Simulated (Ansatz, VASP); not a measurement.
**Two plane-wave programs on ZrF2**

```
CELL_PARAMETERS angstrom
-2.00440 2.00440 4.84018
2.00440 -2.00440 4.84018
2.00440 2.00440 -4.84018
ATOMIC_POSITIONS crystal
Zr 0.25000 0.75000 0.50000
Zr 0.50000 0.50000 0.00000
F 0.37500 0.12500 0.25000
F 0.87500 0.12500 0.75000
F 0.87500 0.12500 0.25000
F 0.87500 0.62500 0.75000
```

Alike in both runs: functional PBE; k mesh 6 × 6 × 6; occupations gaussian, width 0.1 eV; no spin polarisation.

Ansatz relaxed the structure, and its values are those at the end. VASP's run is a single point on that final structure, the one shown.

|  | VASP | Ansatz |
| --- | --- | --- |
| version | VASP 6.6.1 | Ansatz 0.2.0 |
| potentials or method | VASP PAW PBE potentials, release 64 (Zr_sv, F), cutoff 520 eV | scalar-relativistic, plane waves, PAW |
| valence electrons in the cell | 52 | 52 |

VASP gave:

* gap on the k mesh at the Fermi level (eV): none
* pressure (GPa): -0.1

What did Ansatz give for the same quantities?

gap on the k mesh at the Fermi level (eV): none; pressure (GPa): 0.1.

A gap of «none» marks a metal or a gap that the smearing closes. With one functional, cell and mesh, what is left measures potentials, basis and numerics.

The k mesh is coarse, so the values compare programs but aren't converged.
